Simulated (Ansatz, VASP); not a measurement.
## Two plane-wave programs on ZnO

Contents of INCAR:

```
PREC     = Accurate       # precision mode
ENCUT    = 520            # plane-wave cutoff, eV
EDIFF    = 1E-7           # SCF threshold, eV
ISMEAR   = 0              # smearing method
SIGMA    = 0.05           # smearing width, eV
LREAL    = F              # projectors in reciprocal space
LASPH    = T              # aspherical terms in the spheres
NELM     = 80             # most SCF steps
ALGO     = Normal         # electronic algorithm
ISIF     = 2              # what is computed and relaxed
LWAVE    = F              # write WAVECAR
LCHARG   = F              # write CHGCAR
GGA      = PE             # functional
NBANDS   = 26             # bands
```

The input KPOINTS:

```
regular mesh
0
Gamma
  12 12 6
```

POSCAR

```
ZnO
1.0
    3.1371723813      0.0000000000      0.0000000000
   -1.5685861907      2.7168709782      0.0000000000
    0.0000000000      0.0000000000      5.0260567788
Zn O
2 2
Direct
    0.3333333333      0.6666666667      0.5000000000
    0.6666666667      0.3333333333      0.0000000000
    0.6666666667      0.3333333333      0.3790100000
    0.3333333333      0.6666666667      0.8790100000
```

Input for Ansatz:

```yaml
crystal:
  lattice:
    - [3.1371723813, 0.0, 0.0]
    - [-1.5685861907, 2.7168709782, 0.0]
    - [0.0, 0.0, 5.0260567788]
  atoms:
    - { symbol: Zn, position: [0.3333333333, 0.6666666667, 0.5] }
    - { symbol: Zn, position: [0.6666666667, 0.3333333333, 0.0] }
    - { symbol: O, position: [0.6666666667, 0.3333333333, 0.37901] }
    - { symbol: O, position: [0.3333333333, 0.6666666667, 0.87901] }
basis:
  ecutwfc: 420
  fft_grid_basis: typed
kpoints:
  mp_grid: { grid: [12, 12, 6] }
hamiltonian:
  xc: pbe
scf:
  occupations: { method: gaussian, width: 0.05 }
output:
  forces: true
  stress: true
  eigenvalues: true
  bader: true
  write_density: true
  volumetric_format: npy
  elf: true
```

Alike in both runs: task single point; functional PBE; k mesh 12 × 12 × 6; occupations gaussian, width 0.05 eV; no spin polarisation.

```csv
,VASP,Ansatz
version,VASP 6.6.1,Ansatz 0.2.0
potentials or method,"VASP PAW PBE potentials, release 64 (Zn, O), cutoff 520 eV","scalar-relativistic, plane waves, PAW"
valence electrons in the cell,36,36
```

```csv
,VASP,Ansatz,Ansatz less VASP
gap on the k mesh at the Fermi level (eV),0.94,0.95,+0.010
pressure (GPa),26.4,24.8,-1.69
"traceless stress, the component that is largest in VASP (GPa)",1.63,1.57,-0.061
rms of the force components (eV/Å),0.067,0.064,-0.0027
```

Atom by atom the forces differ by 0.003 eV/Å (rms over components). The functional is the same, so the differences come from potentials, cutoffs and numerics.
